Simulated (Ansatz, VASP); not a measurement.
**One calculation of BiAs, two programs**

```
CELL_PARAMETERS angstrom
0.00000 3.01651 3.01651
3.01651 0.00000 3.01651
3.01651 3.01651 0.00000
ATOMIC_POSITIONS crystal
As 0.00000 0.00000 0.00000
Bi 0.50000 0.50000 0.50000
```

Alike in both runs: task single point; functional PBE; k mesh 11 × 11 × 11; occupations fermi-dirac, width 0.03 eV; no spin polarisation.

|  | VASP | Ansatz |
| --- | --- | --- |
| version | VASP 6.6.1 | Ansatz 0.2.0 |
| potentials or method | VASP PAW PBE potentials, release 64 (As, Bi_d), cutoff 520 eV | all-electron LAPW, scalar-relativistic |

|  | VASP | Ansatz | Ansatz less VASP |
| --- | --- | --- | --- |
| pressure (GPa) | 0.0 | 0.0 | +0.02 |

Ansatz ran all-electron here, and VASP with PAW potentials.

Neither program's run includes spin-orbit coupling.
